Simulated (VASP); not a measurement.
# CeO2 (Fm-3m) in VASP: a series of runs, part 2 of 2

VASP 6.6.1. Earlier steps stand in the parts before.

## 3. Single point, PBEsol

INCAR reads:

```
SYSTEM = CeO2
ALGO = Normal ; EDIFF = 1E-6
ENCUT = 520 ; GGA = PS
ISIF = 2 ; ISMEAR = 0
LASPH = .True. ; LCHARG = .True.
LELF = .True. ; LREAL = .False.
LVHAR = .True. ; LWAVE = .False.
NBANDS = 19 ; NELM = 100
PREC = Accurate ; SIGMA = 0.05
```

KPOINTS reads:

```
k-points
0
Gamma
  8 8 8
  0 0 0
```

POSCAR reads:

```
CeO2
1.0
    0.0000000000      2.7186832862      2.7186832862
    2.7186832862      0.0000000000      2.7186832862
    2.7186832862      2.7186832862      0.0000000000
Ce O
1 2
Direct
    0.0000000000      0.0000000000      0.0000000000
    0.2500000000      0.2500000000      0.2500000000
    0.7500000000      0.7500000000      0.7500000000
```

Potentials or basis: VASP PAW PBE potentials, release 64 (Ce, O).

The run is started by

```console
> cat potpaw_PBE.64/Ce/POTCAR potpaw_PBE.64/O/POTCAR > POTCAR
> mpirun -np 1 vasp_std > vasp.out
```

OUTCAR:

```text
SYSTEM = CeO2
   EDIFF = 1E-6
   ENCUT = 520
   GGA = PS
   ISIF = 2
   ISMEAR = 0
   LASPH = .True.
   LREAL = .False.
   NELM = 100
   PREC = Accurate

 ion  position               nearest neighbor table
   1  0.000  0.000  0.000-   3 2.35   3 2.35   3 2.35   2 2.35   2 2.35   2 2.35   3 2.35   2 2.35

   2  0.250  0.250  0.250-   1 2.35   1 2.35   1 2.35   1 2.35
   3  0.750  0.750  0.750-   1 2.35   1 2.35   1 2.35   1 2.35

  LATTYP: Found a face centered cubic cell.
 ALAT       =     5.4373665724

  Lattice vectors:

 A1 = (   0.0000000000,   2.7186832862,   2.7186832862)
 A2 = (   2.7186832862,   0.0000000000,   2.7186832862)
 A3 = (   2.7186832862,   2.7186832862,   0.0000000000)

Analysis of symmetry for initial positions (statically):
=====================================================================
 Subroutine PRICEL returns:
 Original cell was already a primitive cell.

 Routine SETGRP: Setting up the symmetry group for a
 face centered cubic supercell.

 Subroutine GETGRP returns: Found 48 space group operations
 (whereof 48 operations were pure point group operations)
 out of a pool of 48 trial point group operations.

The static configuration has the point symmetry O_h .

Analysis of symmetry for dynamics (positions and initial velocities):
=====================================================================
 Subroutine PRICEL returns:
 Original cell was already a primitive cell.

 Routine SETGRP: Setting up the symmetry group for a
 face centered cubic supercell.

 Subroutine GETGRP returns: Found 48 space group operations
 (whereof 48 operations were pure point group operations)
 out of a pool of 48 trial point group operations.

The dynamic configuration has the point symmetry O_h .

 Subroutine INISYM returns: Found 48 space group operations
 (whereof 48 operations are pure point group operations),
[... 108 lines left out ...]
   PSTRESS=    0.0 pullay stress
   NELECT =      24.0000    total number of electrons
   NUPDOWN=      -1.0000    fix difference up-down
   EMIN   =  10.00;   EMAX   =-10.00  energy-range for DOS
   EFERMI =   0.00;   METHOD = LEGACY
   ISMEAR =     0;   SIGMA  =   0.05  broadening in eV -4-tet -1-fermi 0-gaus
   EFERMI_NEDOS =   21; number of points for ismear=-14 and -15
   IALGO  =     38    algorithm
   IMIX   =      4    mixing-type and parameters
     AMIX     =   0.40;   BMIX     =  1.00
     AMIX_MAG =   1.60;   BMIX_MAG =  1.00
  volume/ion in A,a.u.               =      13.40        90.40
  Fermi-wavevector in a.u.,A,eV,Ry     =   1.378616  2.605206 25.858987  1.900582
  Thomas-Fermi vector in A             =   2.503661
   LORBIT       =      0    0 simple, 1 ext, 2 COOP (PROOUT), +10 PAW based schemes
   GGA     = PS    functional components
   LHFCALC =     F    Hartree Fock is set to
   AEXX    =    0.0000 exact exchange contribution
   IVDW    =     0    specifies the selected vdW correction
   LEPSILON=     F    determine dielectric tensor
   LRPA    =     F    only Hartree local field effects (RPA)
 non-spin polarized calculation
 Gauss-broadening in eV      SIGMA  =   0.05
  energy-cutoff  :      520.00
  volume of cell :       40.19
 maximum number of plane-waves:      1106
 NGX is ok and might be reduce to    30
   NGX = 15   NGY = 15   NGZ = 15

 number of electron      23.9999991 magnetization

 Free energy of the ion-electron system (eV)
  ---------------------------------------------------
  ext. energy  EPLUGINS =         0.00000000
  ---------------------------------------------------
  free energy    TOTEN  =       -27.53495977 eV

  energy without entropy =      -27.53495977  energy(sigma->0) =      -27.53495977

 E-fermi :   5.3248     XC(G=0): -11.5165

 val. band max:        5.0565704399   @ k =  -0.2500   0.2500   0.0000
 cond. band min:       6.9662000050   @ k =   0.5000   0.0000   0.0000
 fundamental gap:      1.9096295651
 Fermi energy:         5.3247521196

 k-point     1 :       0.0000    0.0000    0.0000
  band No.  band energies     occupation
      1     -27.3800      2.00000
      2     -11.1690      2.00000
      3     -10.1909      2.00000
      4      -9.5392      2.00000
      5      -9.5392      2.00000
      6      -9.5392      2.00000
[... 505 lines left out ...]
      6      -7.4564      2.00000
[... 11 lines left out ...]
     18       7.5701      0.00000
     19       7.9833      0.00000

 [... further k-points ...]
[... 5 lines left out ...]
  --------------------------------------------------------------------------------------
  -------------------------------------------------------------------------------------
  Total       -1.0048204     -1.0048204     -1.0048204     -0.0000000      0.0000000     -0.0000000
  in kB      -40.0583600    -40.0583600    -40.0583600     -0.0000000      0.0000000     -0.0000000
  external PRESSURE =     -40.0583600 kB  Pullay stress =       0.0000000 kB

 VOLUME and BASIS-vectors are now :
 -----------------------------------------------------------------------------
  energy-cutoff  :      520.00
  volume of cell :       40.19
      direct lattice vectors                 reciprocal lattice vectors
     0.000000000  2.718683286  2.718683286    -0.183912559  0.183912559  0.183912559
     2.718683286  0.000000000  2.718683286     0.183912559 -0.183912559  0.183912559
     2.718683286  2.718683286  0.000000000     0.183912559  0.183912559 -0.183912559

 POSITION                                       TOTAL-FORCE (eV/Angst)
 -----------------------------------------------------------------------------------
      0.00000      0.00000      0.00000         0.000000     -0.000000      0.000000
      1.35934      1.35934      1.35934         0.000000      0.000000     -0.000000
      4.07802      4.07802      4.07802        -0.000000     -0.000000      0.000000
 -----------------------------------------------------------------------------------
    total drift:                                0.000000     -0.000000      0.000000

  FREE ENERGIE OF THE ION-ELECTRON SYSTEM (eV)
  ---------------------------------------------------
  free  energy   TOTEN  =       -27.5349597740 eV

  energy  without entropy=      -27.5349597740  energy(sigma->0) =      -27.53495977
```

It took 77 s on 1 thread of Intel Xeon Platinum 8375C at 2.90GHz (Ice Lake), shared host; peak memory 0.19 GiB.

Results:

```
Free energy            : -27.5350 eV
Pressure               : -4.0 GPa
Band gap on the k mesh : 1.91 eV (least direct gap 2.01 eV)
```

Levels at points of the mesh, in eV from the valence-band top:
```csv
k point,band 9,band 10,band 11,band 12,band 13,band 14,band 15,band 16
"(0.00, 0.00, 0.00)",-3.85,-0.61,-0.61,-0.61,2.22,2.22,2.22,2.48
"(0.50, 0.00, 0.00)",-1.28,-1.22,-0.80,-0.80,1.91,2.09,2.09,2.23
"(0.50, 0.50, 0.00)",-1.21,-0.78,-0.78,-0.61,1.94,2.05,2.05,2.22
```

Caveat: the cell stands under tension; the PAW data sets were made with another functional, which shifts forces and pressure a little; spin-orbit coupling is left out, which moves the levels of the heavy elements.

## 4. Single point, r2SCAN (12.86 Å³/atom)

This run uses another cell than the first one, of 12.86 Å³/atom.

POSCAR reads:

```
CeO2
1.0
    0.0000000000      2.6819398187      2.6819398187
    2.6819398187      0.0000000000      2.6819398187
    2.6819398187      2.6819398187      0.0000000000
Ce O
1 2
Direct
    0.0000000000      0.0000000000      0.0000000000
    0.2500000000      0.2500000000      0.2500000000
    0.7500000000      0.7500000000      0.7500000000
```

INCAR.step1 reads:

```
ALGO     = Normal         # electronic algorithm
EDIFF    = 1E-4           # SCF threshold, eV
ENCUT    = 520            # plane-wave cutoff, eV
GGA      = PE             # functional
ISMEAR   = 0              # smearing method
LASPH    = True           # aspherical terms in the spheres
LCHARG   = False          # write CHGCAR
LREAL    = False          # projectors in reciprocal space
LWAVE    = True           # write WAVECAR
NBANDS   = 19             # bands
NELM     = 60             # most SCF steps
PREC     = Accurate       # precision mode
SIGMA    = 0.05           # smearing width, eV
```

INCAR.step2 reads:

```
ALGO     = Normal         # electronic algorithm
EDIFF    = 1E-7           # SCF threshold, eV
ENCUT    = 520            # plane-wave cutoff, eV
ISIF     = 2              # what is computed and relaxed
ISMEAR   = 0              # smearing method
ISTART   = 1            
LASPH    = True           # aspherical terms in the spheres
LCHARG   = True           # write CHGCAR
LELF     = True           # ELF
LMIXTAU  = True         
LREAL    = False          # projectors in reciprocal space
LVHAR    = True         
LWAVE    = False          # write WAVECAR
METAGGA  = R2SCAN         # meta-GGA
NBANDS   = 19             # bands
NELM     = 60             # most SCF steps
PREC     = Accurate       # precision mode
SIGMA    = 0.05           # smearing width, eV
```

KPOINTS reads:

```
k-points
0
Gamma
  8 8 8
```

Potentials or basis: VASP PAW PBE potentials, release 64 (Ce, O).

The run is started by

```console
> cat potpaw_PBE.64/Ce/POTCAR potpaw_PBE.64/O/POTCAR > POTCAR
> cp INCAR.step1 INCAR
> mpirun -np 1 vasp_std > vasp.out
> cp INCAR.step2 INCAR
> mpirun -np 1 vasp_std > vasp.out
```

OUTCAR:

```text
EDIFF = 1E-7
   ENCUT = 520
   ISIF = 2
   ISMEAR = 0
   ISTART = 1
   LASPH = True
   LREAL = False
   METAGGA = R2SCAN
   NELM = 60
   PREC = Accurate

 ion  position               nearest neighbor table
   1  0.000  0.000  0.000-   3 2.32   3 2.32   3 2.32   2 2.32   3 2.32   2 2.32   2 2.32   2 2.32

   2  0.250  0.250  0.250-   1 2.32   1 2.32   1 2.32   1 2.32
   3  0.750  0.750  0.750-   1 2.32   1 2.32   1 2.32   1 2.32

  LATTYP: Found a face centered cubic cell.
 ALAT       =     5.3638796374

  Lattice vectors:

 A1 = (   0.0000000000,   2.6819398187,   2.6819398187)
 A2 = (   2.6819398187,   0.0000000000,   2.6819398187)
 A3 = (   2.6819398187,   2.6819398187,   0.0000000000)

Analysis of symmetry for initial positions (statically):
=====================================================================
 Subroutine PRICEL returns:
 Original cell was already a primitive cell.

 Routine SETGRP: Setting up the symmetry group for a
 face centered cubic supercell.

 Subroutine GETGRP returns: Found 48 space group operations
 (whereof 48 operations were pure point group operations)
 out of a pool of 48 trial point group operations.

The static configuration has the point symmetry O_h .

Analysis of symmetry for dynamics (positions and initial velocities):
=====================================================================
 Subroutine PRICEL returns:
 Original cell was already a primitive cell.

 Routine SETGRP: Setting up the symmetry group for a
 face centered cubic supercell.

 Subroutine GETGRP returns: Found 48 space group operations
 (whereof 48 operations were pure point group operations)
 out of a pool of 48 trial point group operations.

The dynamic configuration has the point symmetry O_h .

 Subroutine INISYM returns: Found 48 space group operations
 (whereof 48 operations are pure point group operations),
 and found     1 'primitive' translations

----------------------------------------------------------------------------------------

                                     Primitive cell

  volume of cell :      38.5813

  direct lattice vectors                    reciprocal lattice vectors
     0.000000000  2.681939819  2.681939819    -0.186432222  0.186432222  0.186432222
     2.681939819  0.000000000  2.681939819     0.186432222 -0.186432222  0.186432222
     2.681939819  2.681939819  0.000000000     0.186432222  0.186432222 -0.186432222

  length of vectors
     3.792835665  3.792835665  3.792835665     0.322910081  0.322910081  0.322910081

  position of ions in fractional coordinates (direct lattice)
     0.000000000  0.000000000  0.000000000
     0.250000000  0.250000000  0.250000000
     0.750000000  0.750000000  0.750000000

  ion indices of the primitive-cell ions
   primitive index   ion index
                 1           1
                 2           2
                 3           3

----------------------------------------------------------------------------------------

 KPOINTS: k-points

Automatic generation of k-mesh.
 Grid dimensions read from file:
 generate k-points for:    8    8    8

 Generating k-lattice:

  Cartesian coordinates                     Fractional coordinates (reciprocal lattice)
    -0.023304028  0.023304028  0.023304028     0.125000000  0.000000000  0.000000000
     0.023304028 -0.023304028  0.023304028     0.000000000  0.125000000  0.000000000
     0.023304028  0.023304028 -0.023304028     0.000000000  0.000000000  0.125000000

  Length of vectors
     0.040363760  0.040363760  0.040363760

  Shift w.r.t. Gamma in fractional coordinates (k-lattice)
     0.000000000  0.000000000  0.000000000

 Subroutine IBZKPT returns following result:
 ===========================================

 Found     29 irreducible k-points:

 Following reciprocal coordinates:
            Coordinates               Weight
  0.000000  0.000000  0.000000      1.000000
  0.125000  0.000000  0.000000      8.000000
  0.250000  0.000000  0.000000      8.000000
  0.375000  0.000000  0.000000      8.000000
  0.500000  0.000000  0.000000      4.000000
  0.125000  0.125000  0.000000      6.000000
[... 16 lines left out ...]
  0.500000  0.250000  0.125000     48.000000
 -0.375000  0.250000  0.125000     24.000000
 [... further k-points ...]
   k-points           NKPTS =     29   k-points in BZ     NKDIM =     29   number of bands    NBANDS=     19
   number of dos      NEDOS =    301   number of ions     NIONS =      3
   total plane-waves  NPLWV =  21952
   dimension x,y,z NGX =    28 NGY =   28 NGZ =   28
   dimension x,y,z NGXF=    56 NGYF=   56 NGZF=   56
   ions per type =               1   2
   NGX,Y,Z   is equivalent  to a cutoff of  12.27, 12.27, 12.27 a.u.
   NGXF,Y,Z  is equivalent  to a cutoff of  24.55, 24.55, 24.55 a.u.
 SYSTEM =  unknown system
   PREC   = accura    normal or accurate (medium, high low for compatibility)
   ISTART =      1    job   : 0-new  1-cont  2-samecut
   ICHARG =      0    charge: 1-file 2-atom 10-const
   ISPIN  =      1    spin polarized calculation?
   LNONCOLLINEAR =      F non collinear calculations
   LSORBIT =      F    spin-orbit coupling
   LASPH  =      T    aspherical Exc in radial PAW
   ENCUT  =  520.0 eV  38.22 Ry    6.18 a.u.   7.05  7.05  7.05*2*pi/ulx,y,z
   NELM   =     60;   NELMIN=  2; NELMDL=  0     # of ELM steps
   EDIFF  = 0.1E-06   stopping-criterion for ELM
   LREAL  =      F    real-space projection
   EDIFFG = 0.1E-05   stopping-criterion for IOM
   NSW    =      0    number of steps for IOM
   IBRION =     -1    ionic relax: 0-MD 1-quasi-New 2-CG
   NFREE  =      0    steps in history (QN), initial steepest desc. (CG)
   ISIF   =      2    stress and relaxation
   ISYM   =      2    0-nonsym 1-usesym 2-fastsym
   POTIM  = 0.5000    time-step for ionic-motion
   TEBEG  =    0.0;   TEEND  =   0.0 temperature during run
   PSTRESS=    0.0 pullay stress
   NELECT =      24.0000    total number of electrons
   NUPDOWN=      -1.0000    fix difference up-down
   EMIN   =  10.00;   EMAX   =-10.00  energy-range for DOS
   EFERMI =   0.00;   METHOD = LEGACY
   ISMEAR =     0;   SIGMA  =   0.05  broadening in eV -4-tet -1-fermi 0-gaus
   EFERMI_NEDOS =   21; number of points for ismear=-14 and -15
   IALGO  =     38    algorithm
   IMIX   =      4    mixing-type and parameters
     AMIX     =   0.40;   BMIX     =  1.00
     AMIX_MAG =   1.60;   BMIX_MAG =  1.00
  volume/ion in A,a.u.               =      12.86        86.79
  Fermi-wavevector in a.u.,A,eV,Ry     =   1.397503  2.640899 26.572394  1.953016
  Thomas-Fermi vector in A             =   2.520753
   LORBIT       =      0    0 simple, 1 ext, 2 COOP (PROOUT), +10 PAW based schemes
   METAGGA = R2SCAN    functional components
   LHFCALC =     F    Hartree Fock is set to
   AEXX    =    0.0000 exact exchange contribution
   IVDW    =     0    specifies the selected vdW correction
   LEPSILON=     F    determine dielectric tensor
   LRPA    =     F    only Hartree local field effects (RPA)
 non-spin polarized calculation
 Gauss-broadening in eV      SIGMA  =   0.05
  energy-cutoff  :      520.00
  volume of cell :       38.58
 maximum number of plane-waves:      1056
   NGX = 15   NGY = 15   NGZ = 15

 number of electron      24.0000007 magnetization

 Free energy of the ion-electron system (eV)
  ---------------------------------------------------
  ext. energy  EPLUGINS =         0.00000000
  ---------------------------------------------------
  free energy    TOTEN  =       -53.98927009 eV

  energy without entropy =      -53.98927009  energy(sigma->0) =      -53.98927009

 E-fermi :   5.6939     XC(G=0): -12.2119

 val. band max:        5.3681014605   @ k =  -0.2500   0.2500   0.0000
 cond. band min:       7.6669042545   @ k =   0.5000   0.0000   0.0000
 fundamental gap:      2.2988027940
 Fermi energy:         5.6939200487

 k-point     1 :       0.0000    0.0000    0.0000
  band No.  band energies     occupation
      1     -28.1363      2.00000
      2     -11.9931      2.00000
      3     -11.1147      2.00000
      4      -9.7258      2.00000
      5      -9.7258      2.00000
      6      -9.7258      2.00000
[... 11 lines left out ...]
     18       8.7191      0.00000
     19       8.7191      0.00000
[... 485 lines left out ...]
 k-point    24 :      -0.3750    0.2500    0.1250
  band No.  band energies     occupation
      1     -27.8367      2.00000
      2     -13.9646      2.00000
      3     -13.0238      2.00000
      4     -10.1623      2.00000
      5      -8.7953      2.00000
      6      -7.7071      2.00000
[... 11 lines left out ...]
     18       8.3735      0.00000
     19       8.7576      0.00000

 [... further k-points ...]
[... 5 lines left out ...]
  --------------------------------------------------------------------------------------
  -------------------------------------------------------------------------------------
  Total        1.9919506      1.9919506      1.9919506      0.0000000      0.0000000     -0.0000000
  in kB       82.7202951     82.7202951     82.7202951      0.0000000      0.0000000     -0.0000000
  external PRESSURE =      82.7202951 kB  Pullay stress =       0.0000000 kB

 VOLUME and BASIS-vectors are now :
 -----------------------------------------------------------------------------
  energy-cutoff  :      520.00
  volume of cell :       38.58
      direct lattice vectors                 reciprocal lattice vectors
     0.000000000  2.681939819  2.681939819    -0.186432222  0.186432222  0.186432222
     2.681939819  0.000000000  2.681939819     0.186432222 -0.186432222  0.186432222
     2.681939819  2.681939819  0.000000000     0.186432222  0.186432222 -0.186432222

 POSITION                                       TOTAL-FORCE (eV/Angst)
 -----------------------------------------------------------------------------------
      0.00000      0.00000      0.00000         0.000000     -0.000000      0.000000
      1.34097      1.34097      1.34097        -0.000000     -0.000000     -0.000000
      4.02291      4.02291      4.02291        -0.000000      0.000000      0.000000
 -----------------------------------------------------------------------------------
    total drift:                                0.000000      0.000000      0.000000

  FREE ENERGIE OF THE ION-ELECTRON SYSTEM (eV)
  ---------------------------------------------------
  free  energy   TOTEN  =       -53.9892700872 eV

  energy  without entropy=      -53.9892700872  energy(sigma->0) =      -53.98927009
```

It took 3.1 min on 1 thread of Intel Xeon Platinum 8375C at 2.90GHz (Ice Lake), shared host; peak memory 0.19 GiB.

Results:

| Item | Value |
| --- | --- |
| Free energy | -53.9893 eV |
| Pressure | 8.3 GPa |
| Band gap on the k mesh | 2.30 eV (least direct gap 2.44 eV) |

Caveat: the cell stands under pressure; the PAW data sets were made with another functional, which shifts forces and pressure a little; spin-orbit coupling is left out, which moves the levels of the heavy elements. Spin polarisation is off, so any magnetic state and its effect on volume and gap are missing.

## 5. Summary

```tsv
level	cell	gap on the mesh (eV)	pressure (GPa)
PBE	a = 3.845 Å, angles 60.0°, 3 atoms	1.91	2.6
PBEsol	a = 3.845 Å, angles 60.0°, 3 atoms	1.91	-4.0
r2SCAN	a = 3.793 Å, angles 60.0°, 3 atoms	2.30	8.3
```

Alike in all rows: task single point; potentials or basis VASP PAW PBE potentials, release 64 (Ce, O); no spin polarisation; k mesh 8 × 8 × 8; cutoff (eV) 520; smearing gaussian 0.05 eV.

Caveats: spin-orbit coupling is left out, which moves the levels of the heavy elements; the PAW data sets were made with another functional, which shifts forces and pressure a little (at least some runs); the cell stands under tension (at least some runs); the cell stands under pressure (at least some runs).

Total energies depend on the potentials used, so only differences within one code and one set of settings carry meaning.
